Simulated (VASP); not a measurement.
# GaN (P6_3mc) in VASP: vibrations by perturbation theory with PBE

Aim: the vibrations by perturbation theory of GaN with PBE.

Everything below comes from runs of VASP 6.6.1. Logs are shortened: lines on timing, memory, paths and dates and some standing lists are left out, and cuts for length are marked.

## Step 1: The cell of the first run

It takes space group P6_3mc (No. 186, hexagonal). The conventional cell has a = 3.218 Å, b = 3.218 Å, c = 5.243 Å, α = 90.00°, β = 90.00°, γ = 120.00°. Ga (site symmetry 3m) has 4 N at 1.97 to 1.98 Å within 2.6 Å. Within 2.6 Å of N (site symmetry 3m) lie 4 Ga at 1.97 to 1.98 Å.

## Step 2: Vibrations by perturbation theory, PBE

INCAR reads:

```
ALGO = Normal
EDIFF = 1E-8
ENCUT = 520
GGA = PE
IBRION = 8
ISIF = 2
ISMEAR = 0
LASPH = True
LCHARG = True
LEPSILON = True
LREAL = False
LWAVE = False
NELM = 80
NSW = 1
PREC = Accurate
SIGMA = 0.01
```

KPOINTS reads:

```
k-points
0
Gamma
  12 12 6
```

POSCAR reads:

```
GaN
1.0
    3.2184275448      0.0000000000      0.0000000000
   -1.6092137724      2.7872400141      0.0000000000
    0.0000000000      0.0000000000      5.2430821301
Ga N
2 2
Direct
    0.3333333333      0.6666666667      0.9991245061
    0.6666666667      0.3333333333      0.4991245061
    0.3333333333      0.6666666667      0.3758754939
    0.6666666667      0.3333333333      0.8758754939
```

Potentials or basis: VASP PAW PBE potentials, release 64 (Ga_d, N).

Started as:

```bash
$ cat potpaw_PBE.64/Ga_d/POTCAR potpaw_PBE.64/N/POTCAR > POTCAR
$ mpirun -np 1 vasp_std > vasp.out
```

OUTCAR:

```text
EDIFF = 1E-8
   ENCUT = 520
   GGA = PE
   IBRION = 8
   ISIF = 2
   ISMEAR = 0
   LASPH = True
   LEPSILON = True
   LREAL = False
   NELM = 80
   NSW = 1
   PREC = Accurate

 ion  position               nearest neighbor table
   1  0.333  0.667  0.999-   4 1.97   4 1.97   4 1.97   3 1.98
   2  0.667  0.333  0.499-   3 1.97   3 1.97   3 1.97   4 1.98
   3  0.333  0.667  0.376-   2 1.97   2 1.97   2 1.97   1 1.98
   4  0.667  0.333  0.876-   1 1.97   1 1.97   1 1.97   2 1.98

  LATTYP: Found a hexagonal cell.
 ALAT       =     3.2184275448
 C/A-ratio  =     1.6290819219

  Lattice vectors:

 A1 = (   3.2184275448,   0.0000000000,   0.0000000000)
 A2 = (  -1.6092137724,   2.7872400141,   0.0000000000)
 A3 = (   0.0000000000,   0.0000000000,   5.2430821301)

Analysis of symmetry for initial positions (statically):
=====================================================================
 Subroutine PRICEL returns:
 Original cell was already a primitive cell.

 Routine SETGRP: Setting up the symmetry group for a
 hexagonal supercell.

 Subroutine GETGRP returns: Found 12 space group operations
 (whereof  6 operations were pure point group operations)
 out of a pool of 24 trial point group operations.

The static configuration has the point symmetry C_3v.
 The point group associated with its full space group is C_6v.

Analysis of symmetry for dynamics (positions and initial velocities):
=====================================================================
 Subroutine PRICEL returns:
 Original cell was already a primitive cell.

 Routine SETGRP: Setting up the symmetry group for a
 hexagonal supercell.

 Subroutine GETGRP returns: Found 12 space group operations
 (whereof  6 operations were pure point group operations)
 out of a pool of 24 trial point group operations.

The dynamic configuration has the point symmetry C_3v.
 The point group associated with its full space group is C_6v.

 Subroutine INISYM returns: Found 12 space group operations
 (whereof  6 operations are pure point group operations),
 and found     1 'primitive' translations

----------------------------------------------------------------------------------------

                                     Primitive cell

  volume of cell :      47.0332

  direct lattice vectors                    reciprocal lattice vectors
     3.218427545  0.000000000  0.000000000     0.310710739  0.179388929  0.000000000
    -1.609213772  2.787240014  0.000000000     0.000000000  0.358777857  0.000000000
     0.000000000  0.000000000  5.243082130     0.000000000  0.000000000  0.190727510

  length of vectors
     3.218427545  3.218427545  5.243082130     0.358777857  0.358777857  0.190727510

  position of ions in fractional coordinates (direct lattice)
     0.333333333  0.666666667  0.999124506
     0.666666667  0.333333333  0.499124506
     0.333333333  0.666666667  0.375875494
     0.666666667  0.333333333  0.875875494

  ion indices of the primitive-cell ions
   primitive index   ion index
[... 792 lines left out ...]
     0.51603  0.00000  0.00000
     0.00000  0.51603  0.00000
    -0.00000 -0.00000 -1.04516

[... ionic steps 4 to 9 ...]

--------------------------------------- Ionic step       10  -------------------------------------------

------------------------ aborting loop because EDIFF is reached ----------------------------------------

[... ionic steps 11 to 11 ...]

--------------------------------------- Ionic step       12  -------------------------------------------

 Free energy of the ion-electron system (eV)
  ---------------------------------------------------
  ---------------------------------------------------
  free energy    TOTEN  =        -0.24749886 eV

  energy without entropy =       -0.24749886

------------------------ aborting loop because EDIFF is reached ----------------------------------------

 INTERNAL STRAIN TENSOR  FOR ION    3  DIRECTION 3   (eV/Angst):
 -----------------------------------------------------------------------------
     4.44054  0.00000  0.00000
     0.00000  4.44054 -0.00000
     0.00000  0.00000 -8.34683

 MACROSCOPIC STATIC DIELECTRIC TENSOR (including local field effects in DFT)
 ------------------------------------------------------
           5.927406    -0.000000     0.000000
           0.000000     5.927406     0.000000
          -0.000000     0.000000     6.138547
 ------------------------------------------------------

 PIEZOELECTRIC TENSOR (including local field effects)  for field in x, y, z        (e  Angst)
          XX          YY          ZZ          XY          YZ          ZX
  --------------------------------------------------------------------------------
  x    -0.00000     0.00000     0.00000    -0.00000     0.00000     1.63993
  y    -0.00000     0.00000     0.00000     0.00000     1.63994     0.00000
  z     1.51485     1.51485    -3.06815     0.00000    -0.00000     0.00000

 PIEZOELECTRIC TENSOR (including local field effects)  for field in x, y, z        (C/m^2)
          XX          YY          ZZ          XY          YZ          ZX
  --------------------------------------------------------------------------------
  x    -0.00000     0.00000     0.00000    -0.00000     0.00000     0.55864
  y    -0.00000     0.00000     0.00000     0.00000     0.55864     0.00000
  z     0.51603     0.51603    -1.04516     0.00000    -0.00000     0.00000

 BORN EFFECTIVE CHARGES (including local field effects) (in |e|, cummulative output)
 ---------------------------------------------------------------------------------
 ion    1
    1     2.63189     0.00000    -0.00000
    2     0.00000     2.63189     0.00000
    3     0.00000     0.00000     2.77559
 ion    2
    1     2.63189     0.00000    -0.00000
    2     0.00000     2.63189     0.00000
    3     0.00000     0.00000     2.77559
 ion    3
    1    -2.63189    -0.00000     0.00000
    2     0.00000    -2.63189     0.00000
    3     0.00000     0.00000    -2.77559
 ion    4
    1    -2.63189    -0.00000     0.00000
    2     0.00000    -2.63189     0.00000
    3     0.00000     0.00000    -2.77559

 INTERNAL STRAIN TENSOR FOR ION    4 for displacements in x,y,z  (eV/Angst):
          X           Y           Z          XY          YZ          ZX
  --------------------------------------------------------------------------------
  x     0.00000    -0.00000     0.00000     8.22761     0.00000     4.42719
  y     8.22761    -8.22761    -0.00000     0.00000     4.76225     0.00000
  z     4.44054     4.44054    -8.34683     0.00000     0.00000     0.00000

 SECOND DERIVATIVES (NOT SYMMETRIZED)
 ------------------------------------
               1X          1Y          1Z          2X          2Y          2Z          3X          3Y          3Z          4X          4Y          4Z
  1X   -11.924534   -0.000000    0.000000    0.334666   -0.000000    0.000000    1.032847    0.000000    0.000000   10.557020    0.000000    0.000000
  1Y    -0.000000  -11.924534    0.000000    0.000000    0.334666    0.000000    0.000000    1.032847    0.000000    0.000000   10.557020    0.000000
  1Z     0.000000   -0.000000  -18.462583    0.000000   -0.000000    7.867216    0.000000    0.000000    6.020412   -0.000000   -0.000000    4.574954
  2X     0.334666   -0.000000    0.000000  -11.924534   -0.000000    0.000000   10.557020    0.000000    0.000000    1.032847   -0.000000    0.000000
  2Y     0.000000    0.334666    0.000000    0.000000  -11.924534   -0.000000   -0.000000   10.557020    0.000000    0.000000    1.032847   -0.000000
  2Z    -0.000000    0.000000    7.867216   -0.000000    0.000000  -18.462583    0.000000    0.000000    4.574954    0.000000    0.000000    6.020412
  3X     1.069082    0.000000    0.000000   10.592880   -0.000000   -0.000000  -12.273004    0.000000    0.000000    0.611043    0.000000   -0.000000
  3Y     0.000000    1.069082    0.000000   -0.000000   10.592880    0.000000    0.000000  -12.273004    0.000000    0.000000    0.611043    0.000000
  3Z     0.000000   -0.000000    6.014950    0.000000    0.000000    4.606212    0.000000    0.000000  -16.330530   -0.000000    0.000000    5.709368
  4X    10.592880    0.000000    0.000000    1.069082    0.000000    0.000000    0.611043    0.000000    0.000000  -12.273004    0.000000    0.000000
  4Y     0.000000   10.592880    0.000000    0.000000    1.069082    0.000000    0.000000    0.611043   -0.000000    0.000000  -12.273004    0.000000
  4Z     0.000000   -0.000000    4.606212    0.000000    0.000000    6.014950    0.000000    0.000000    5.709368   -0.000000    0.000000  -16.330530

 Eigenvectors and eigenvalues of the dynamical matrix
 ----------------------------------------------------

   1 f  =   19.625288 THz   123.309319 2PiTHz  654.629131 cm-1    81.163631 meV
             X         Y         Z           dx          dy          dz
     -0.000000  1.858160  5.238492     0.000000   -0.000000    0.026934
      1.609214  0.929080  2.616951     0.000000   -0.000000   -0.026934
     -0.000000  1.858160  1.970746     0.000000   -0.000000   -0.706594
      1.609214  0.929080  4.592287    -0.000000    0.000000    0.706594
[... 71 lines left out ...]
  12 f/i=    0.018044 THz     0.113373 2PiTHz    0.601880 cm-1     0.074624 meV
             X         Y         Z           dx          dy          dz
     -0.000000  1.858160  5.238492    -0.116155    0.635078   -0.000000
      1.609214  0.929080  2.616951    -0.116155    0.635078   -0.000000
     -0.000000  1.858160  1.970746    -0.051890    0.283709   -0.000000
      1.609214  0.929080  4.592287    -0.051890    0.283709   -0.000000

--------------------------------------------------------------------------------------------------------

 MACROSCOPIC STATIC DIELECTRIC TENSOR IONIC CONTRIBUTION
 ------------------------------------------------------
           4.584542    -0.000000    -0.000000
          -0.000000     4.584542     0.000000
          -0.000000     0.000000     5.588002
 ------------------------------------------------------

 ELASTIC MODULI CONTR FROM IONIC RELAXATION (kBar)
 Direction    XX          YY          ZZ          XY          YZ          ZX
 --------------------------------------------------------------------------------
 XX        -485.2094    232.8706    237.8973     -0.0000      0.0000      0.0000
 YY         232.8706   -485.2094    237.8973      0.0000     -0.0000     -0.0000
 ZZ         237.8973    237.8973   -448.5645      0.0000      0.0000     -0.0000
 XY          -0.0000      0.0000      0.0000   -359.0400     -0.0000      0.0000
 YZ          -0.0000      0.0000      0.0000     -0.0000   -110.0066      0.0000
 ZX           0.0000     -0.0000     -0.0000      0.0000      0.0000   -119.2313
 --------------------------------------------------------------------------------

 PIEZOELECTRIC TENSOR IONIC CONTR  for field in x, y, z        (C/m^2)
          XX          YY          ZZ          XY          YZ          ZX
  --------------------------------------------------------------------------------
  x     0.00000    -0.00000    -0.00000     0.00000     0.00000    -0.69569
  y    -0.00000     0.00000     0.00000    -0.00000    -0.66824     0.00000
  z    -0.79009    -0.79009     1.48975    -0.00000    -0.00000     0.00000
```

It took 26 min on 1 thread of Intel Xeon Platinum 8488C (Sapphire Rapids), shared host; peak memory 0.98 GiB.

Results:

| Item | Value |
| --- | --- |
| Electronic dielectric tensor (diagonal) | 5.93, 5.93, 6.14 |
| Born charges (mean of the diagonal) | Ga +2.68; N -2.68 e |
| Highest phonon frequency at Γ, LO-TO splitting left out | 655 cm⁻¹ |

Phonon frequencies in cm⁻¹ (negative: imaginary):
```
              q point                                  frequencies
(0.000, 0.000, 0.000)  -1 -1 0 135 135 320 498 521 521 529 529 655
```

Electronic dielectric tensor:
```
5.93 0.00 0.00
0.00 5.93 0.00
0.00 0.00 6.14
```

Born effective charge tensors (e):
atom 1, Ga
```
2.63 0.00 0.00
0.00 2.63 0.00
0.00 0.00 2.78
```
atom 2, Ga
```
2.63 0.00 0.00
0.00 2.63 0.00
0.00 0.00 2.78
```
atom 3, N
```
-2.63  0.00  0.00
 0.00 -2.63  0.00
 0.00  0.00 -2.78
```
atom 4, N
```
-2.63  0.00  0.00
 0.00 -2.63  0.00
 0.00  0.00 -2.78
```
